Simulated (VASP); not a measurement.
Crystal: CaF2.

```
Ca F
1.0
     0.00000    2.69409    2.69409
     2.69409    0.00000    2.69409
     2.69409    2.69409    0.00000
Ca F
1 2
Direct
  0.00000 0.00000 0.00000
  0.75000 0.75000 0.75000
  0.25000 0.25000 0.25000
```

Base run:

```yaml
Program: VASP 6.6.1
Functional: SVWN5
Potentials_or_basis: VASP PAW PBE potentials, release 64 (Ca_sv, F)
Cutoff: 600 eV
k_mesh: 8 × 8 × 8
Occupations: fermi-dirac, width 0.05 eV
Spin: no spin polarisation
```

Its results: band gap on the k mesh 7.15 eV (least direct gap 7.42 eV); pressure -3.0 GPa.

Q: The run is repeated on the same cell with these changes: functional from SVWN5 to PBE; dispersion from none to D4. What comes out?

A: Band gap on the k mesh 7.53 eV (least direct gap 7.79 eV); pressure 5.0 GPa.

Several settings changed at once.

Caveats: the cell stands under tension (at least some runs); the PAW data sets were made with another functional, which shifts forces and pressure a little (at least some runs); the cell stands under pressure (at least some runs).

A k mesh can miss the band edges.
